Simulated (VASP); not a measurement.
Pd, 2 atoms in the cell. It takes space group Fd-3m (No. 227, cubic). Conventional cell: a = 5.808 Å, b = 5.808 Å, c = 5.808 Å, α = 90.00°, β = 90.00°, γ = 90.00°. Pd (site symmetry -43m) has 4 Pd at 2.52 Å within 3.3 Å. This isn't the form of Pd at room conditions, which is fcc.

- Program: VASP 6.6.1
- Task: single point
- Functional: PBE
- Potentials or basis: VASP PAW PBE potentials, release 64 (Pd)
- Cutoff: 520 eV
- k mesh: 15 × 15 × 15
- Occupations: fermi-dirac, width 0.05 eV
- Spin: collinear spin
- Starting moments: [0.453, 0.453] μB
- Dipole correction: no
- Further INCAR settings: ALGO = Normal; EDIFF = 1e-07; NBANDS = 21

Potentials or basis: VASP PAW PBE potentials, release 64 (Pd).

Command:

```sh
$ cat potpaw_PBE.64/Pd/POTCAR > POTCAR
$ mpirun -np 1 vasp_std > vasp.out
```

Hardware: 1 thread of Intel(R) Xeon(R) Platinum 8488C (Sapphire Rapids), on a shared host.

Problem. Estimate the wall time of this run.

Solution. Wall time 2.1 min on 1 thread of Intel(R) Xeon(R) Platinum 8488C (Sapphire Rapids) (shared host), peak memory 0.32 GiB. Counts: scf iterations 14, k points 120.
